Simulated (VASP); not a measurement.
MgSi32 (a cell with a defect): single point with PBE

The system is MgSi32 (a cell with a defect).

```
Si Mg
1.0
    -5.77692    3.33531    6.36502
     5.77692   -3.33531    6.36502
     3.85128    6.67061   -6.36502
Si Mg
32 1
Direct
  0.24100 0.07429 0.25120
  0.73834 0.57131 0.24965
  0.11272 0.44708 0.49983
  0.61287 0.94723 0.50013
  0.48868 0.32165 0.75033
  0.98979 0.82308 0.74878
  0.86507 0.19920 0.99998
  0.36197 0.69374 0.99998
  0.32468 0.50635 0.27185
  0.82814 0.99088 0.24952
  0.19834 0.86259 0.49025
  0.70808 0.37234 0.50974
  0.57859 0.74134 0.75043
  0.05281 0.23447 0.72810
  0.94544 0.62735 0.99999
  0.46136 0.09713 0.00000
  0.43798 0.26126 0.26531
  0.92402 0.75928 0.24910
  0.30206 0.64317 0.51555
  0.78649 0.12759 0.48440
  0.67491 0.51017 0.75088
  0.17267 0.99594 0.73468
  0.03939 0.39596 0.99997
  0.55848 0.86937 0.99998
  0.51064 0.67748 0.25206
  0.01277 0.17949 0.24945
  0.38662 0.05380 0.49960
  0.88700 0.55418 0.50037
  0.76330 0.93002 0.75051
  0.25856 0.42540 0.74791
  0.13824 0.80679 0.99999
  0.63569 0.30049 0.99999
  0.29365 0.29355 0.99998
```

```yaml
Program: VASP 6.6.1
Task: single point
Functional: PBE
Potentials_or_basis: VASP PAW PBE potentials, release 64 (Si, Mg)
Cutoff: 520 eV
k_mesh: 2 × 2 × 2, shifted
Occupations: gaussian, width 0.02 eV
Spin: no spin polarisation
```

| Property | Result |
| --- | --- |
| Largest force | 1.257 eV/Å |

Forces in eV/Å, atoms in the order of the input:
```
Si  -0.007 -0.002 -0.036
Si  -0.003  0.007 -0.013
Si   0.006 -0.014 -0.024
Si   0.015  0.002 -0.024
Si  -0.007  0.000 -0.012
Si  -0.001  0.007 -0.035
Si  -0.013  0.009 -0.034
Si   0.004 -0.002 -0.026
Si   0.020  0.009 -0.112
Si  -0.015  0.007 -0.019
Si   0.080  0.040 -0.048
Si   0.006 -0.090 -0.048
Si  -0.014  0.008 -0.018
Si   0.002 -0.023 -0.112
Si  -0.066  0.038 -0.047
Si  -0.016  0.009 -0.105
Si   0.004 -0.125 -0.061
Si  -0.019  0.004 -0.005
Si   0.040  0.012 -0.029
Si   0.011 -0.041 -0.027
Si  -0.015  0.015 -0.005
Si   0.111  0.059 -0.061
Si  -0.094  0.057 -0.053
Si  -0.030  0.018 -0.024
Si   0.009  0.006 -0.043
Si  -0.002  0.002 -0.022
Si   0.005 -0.008 -0.037
Si   0.009 -0.001 -0.036
Si  -0.003  0.000 -0.024
Si  -0.002 -0.012 -0.043
Si   0.000  0.000 -0.037
Si  -0.007  0.004 -0.038
Mg  -0.008  0.004  1.257
```

Levels at points of the mesh, in eV from the Fermi level:
| k point | band 62 | band 63 | band 64 | band 65 | band 66 | band 67 |
| --- | --- | --- | --- | --- | --- | --- |
| (0.25, 0.25, 0.25) | -1.11 | -0.99 | -0.94 | 0.61 | 0.77 | 0.95 |

Run time: 14 min on 1 thread of Oxide Virtual Turin-like Processor, on a shared host, peak memory 0.76 GiB.

Caveat: the cell carries a net charge on a neutralising background, which shifts energy and pressure; the cell is charged against a uniform background, so pressure and absolute levels hang on convention.
